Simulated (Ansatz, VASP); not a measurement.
**Two plane-wave programs on W**

Contents of INCAR:

```
ALGO     = Fast           # electronic algorithm
EDIFF    = 1E-6           # SCF threshold, eV
ENCUT    = 520            # plane-wave cutoff, eV
ISIF     = 2              # what is computed and relaxed
ISMEAR   = 0              # smearing method
LASPH    = True           # aspherical terms in the spheres
LCHARG   = False          # write CHGCAR
LREAL    = False          # projectors in reciprocal space
LWAVE    = False          # write WAVECAR
NBANDS   = 13             # bands
NELM     = 80             # most SCF steps
PREC     = Accurate       # precision mode
SIGMA    = 0.15           # smearing width, eV
```

KPOINTS

```
k-points
0
Gamma
  22 22 22
```

The input POSCAR:

```
W
1.0
    0.0000000000      1.9101063466      2.0109599617
    1.9101063466      0.0000000000      2.0109599617
    1.9101063466      1.9101063466      0.0000000000
W
1
Direct
    0.0000000000      0.0000000000      0.0000000000
```

Input for Ansatz:

```yaml
crystal:
  lattice:
    - [0.0, 1.9101063466, 2.0109599617]
    - [1.9101063466, 0.0, 2.0109599617]
    - [1.9101063466, 1.9101063466, 0.0]
  atoms:
    - { symbol: W, position: [0.0, 0.0, 0.0] }
basis:
  ecutwfc: 420
kpoints:
  mp_grid: { grid: [22, 22, 22] }
hamiltonian:
  xc: lda
  pseudopotentials: { kind: paw, azcp: { folder: soft_1 } }
scf:
  occupations: { method: gaussian, width: 0.15 }
output:
  forces: true
  stress: true
  eigenvalues: true
  write_density: true
  write_potential: true
  elf: true
  volumetric_format: npy
```

Alike in both runs: task single point; functional LDA; k mesh 22 × 22 × 22; occupations gaussian, width 0.15 eV; no spin polarisation.

|  | VASP | Ansatz |
| --- | --- | --- |
| version | VASP 6.6.1 | Ansatz 0.2.0 |
| potentials or method | VASP PAW LDA potentials, release 64 (W_sv), cutoff 520 eV | scalar-relativistic, plane waves, PAW |
| valence electrons in the cell | 14 | 14 |

```csv
,VASP,Ansatz,Ansatz less VASP
gap on the k mesh at the Fermi level (eV),none,none,-
pressure (GPa),26.2,23.8,-2.32
"traceless stress, the component that is largest in VASP (GPa)",7.54,7.59,+0.045
```

Ansatz warns that its potentials were made for another functional, while VASP's fit it. LDA's correlation is that of Perdew and Zunger in VASP and of Perdew and Wang (1992) in Ansatz. A gap of «none» marks a metal or a gap that the smearing closes.

Neither program's run includes spin-orbit coupling.
